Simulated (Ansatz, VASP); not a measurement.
# SiW7 in VASP and in Ansatz

```
Si W
1.0
    -3.18800    3.18800    3.18800
     3.18800   -3.18800    3.18800
     3.18800    3.18800   -3.18800
Si W
1 7
Direct
  0.00000 0.00000 0.00000
  0.00000 0.50000 0.50000
  0.50000 0.50000 0.50000
  0.00000 0.50000 0.00000
  0.50000 0.00000 0.00000
  0.50000 0.00000 0.50000
  0.50000 0.50000 0.00000
  0.00000 0.00000 0.50000
```

Alike in both runs: task relaxation of cell and atoms; functional PBE; k mesh 4 × 4 × 4; occupations gaussian, width 0.2 eV; no spin polarisation.

|  | VASP | Ansatz |
| --- | --- | --- |
| version | VASP 6.6.1 | Ansatz 0.2.0 |
| potentials or method | VASP PAW PBE potentials, release 64 (Si, W_sv), cutoff 600 eV | scalar-relativistic, plane waves, PAW |
| valence electrons in the cell | 102 | 102 |

|  | VASP | Ansatz | Ansatz less VASP |
| --- | --- | --- | --- |
| gap on the k mesh at the Fermi level, each at its own relaxed structure (eV) | none | none | - |
| relaxed volume (Å³/atom) | 15.80 | 15.76 | -0.044 |
| relaxed length of the cell vector where the two differ most in proportion (Å) | 5.476 | 5.471 | -0.0050 |

A gap of «none» marks a metal or a gap that the smearing closes.

Neither program's run includes spin-orbit coupling.
